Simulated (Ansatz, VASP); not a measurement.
InSb: VASP beside Ansatz

Contents of INCAR:

```
SYSTEM = InSb
  PREC = Accurate
  ENCUT = 520
  EDIFF = 1E-6
  ISMEAR = 0
  SIGMA = 0.15
  LREAL = .False.
  LASPH = .True.
  NELM = 80
  ALGO = Normal
  ISIF = 2
  LWAVE = .False.
  LCHARG = .False.
  GGA = PE
  NBANDS = 16
```

KPOINTS

```
Automatic mesh
0
Gamma
  12 12 12
  0 0 0
```

POSCAR

```
InSb
1.0
    0.0000000000      3.1905135000      3.3362730000
    3.1905135000      0.0000000000      3.3362730000
    3.1905135000      3.1905135000      0.0000000000
In Sb
1 1
Direct
    0.0000000000      0.0000000000      0.0000000000
    0.7500000000      0.7500000000      0.7500000000
```

Input for Ansatz:

```yaml
crystal:
  lattice:
    - [0.0, 3.1905135, 3.336273]
    - [3.1905135, 0.0, 3.336273]
    - [3.1905135, 3.1905135, 0.0]
  atoms:
    - { symbol: In, position: [0.0, 0.0, 0.0] }
    - { symbol: Sb, position: [0.75, 0.75, 0.75] }
basis:
  ecutwfc: 420
kpoints:
  mp_grid: { grid: [12, 12, 12] }
hamiltonian:
  xc: pbe
scf:
  occupations: { method: gaussian, width: 0.15 }
output:
  forces: true
  stress: true
  eigenvalues: true
```

Change from the starting cell: strain -0.015 along x and y, +0.030 along z, atoms carried along.

Alike in both runs: task single point; functional PBE; k mesh 12 × 12 × 12; occupations gaussian, width 0.15 eV; no spin polarisation.

|  | VASP | Ansatz |
| --- | --- | --- |
| version | VASP 6.6.1 | Ansatz 0.2.0 |
| potentials or method | VASP PAW PBE potentials, release 64 (In_d, Sb), cutoff 520 eV | scalar-relativistic, plane waves, PAW |
| valence electrons in the cell | 18 | 28 |

|  | VASP | Ansatz | Ansatz less VASP |
| --- | --- | --- | --- |
| gap on the k mesh at the Fermi level (eV) | none | none | - |
| pressure (GPa) | 3.1 | 3.1 | +0.03 |
| traceless stress, the component that is largest in VASP (GPa) | -0.84 | -0.84 | +0.002 |

A gap of «none» marks a metal or a gap that the smearing closes. VASP's potentials hold 18 valence electrons a cell and Ansatz's 28, so a difference there can come from the potentials and not from the codes.

Neither program's run includes spin-orbit coupling.
